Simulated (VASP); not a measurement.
Set up this calculation in VASP 6.6.1, as the native input.

* Task: single point
* Functional: r2SCAN
* Potentials or basis: VASP PAW PBE potentials, release 64 (Pb_d, Te)
* Cutoff: 520 eV
* k mesh: 8 × 8 × 8
* Occupations: gaussian, width 0.01 eV
* Spin: no spin polarisation
* Dipole correction: no
* Further INCAR settings: ALGO = Normal; EDIFF = 1e-06; NBANDS = 17

TePb:

```
Pb Te
1.0
     0.00000    3.26784    3.23516
     3.26784    0.00000    3.23516
     3.26784    3.26784    0.00000
Pb Te
1 1
Direct
  0.00000 0.00000 0.00000
  0.50000 0.50000 0.50000
```

This cell differs from its parent crystal: uniaxial z strain -1.0%.

These files were run (other wordings do the same):

POSCAR

```
TePb
1.0
    0.0000000000      3.2678368488      3.2351584803
    3.2678368488      0.0000000000      3.2351584803
    3.2678368488      3.2678368488      0.0000000000
Pb Te
1 1
Direct
    0.0000000000      0.0000000000      0.0000000000
    0.5000000000      0.5000000000      0.5000000000
```

INCAR.step1

```
ALGO = Normal
EDIFF = 1E-4
ENCUT = 520
GGA = PE
ISMEAR = 0
LASPH = True
LCHARG = False
LREAL = False
LWAVE = True
NBANDS = 17
NELM = 80
PREC = Accurate
SIGMA = 0.01
```

INCAR.step2

```
ALGO = Normal
EDIFF = 1E-6
ENCUT = 520
ISIF = 2
ISMEAR = 0
ISTART = 1
LASPH = True
LCHARG = False
LMIXTAU = True
LREAL = False
LWAVE = False
METAGGA = R2SCAN
NBANDS = 17
NELM = 80
PREC = Accurate
SIGMA = 0.01
```

KPOINTS

```
k-points
0
Gamma
  8 8 8
```

Potentials or basis: VASP PAW PBE potentials, release 64 (Pb_d, Te).

Command:

```sh
$ cat potpaw_PBE.64/Pb_d/POTCAR potpaw_PBE.64/Te/POTCAR > POTCAR
$ cp INCAR.step1 INCAR
$ mpirun -np 1 vasp_std > vasp.out
$ cp INCAR.step2 INCAR
$ mpirun -np 1 vasp_std > vasp.out
```

Results of the run:

```yaml
Pressure: 0.4 GPa
Band_gap_on_the_k_mesh: 1.07 eV
```

Caveat: the cell differs from its parent crystal (uniaxial z strain -1.0%); the PAW data sets were made with another functional, which shifts forces and pressure a little; spin-orbit coupling is left out, which moves the levels of the heavy elements.

Wall time 2.6 min on 1 thread of Intel(R) Xeon(R) Platinum 8488C (Sapphire Rapids) (shared host), peak memory 0.26 GiB.
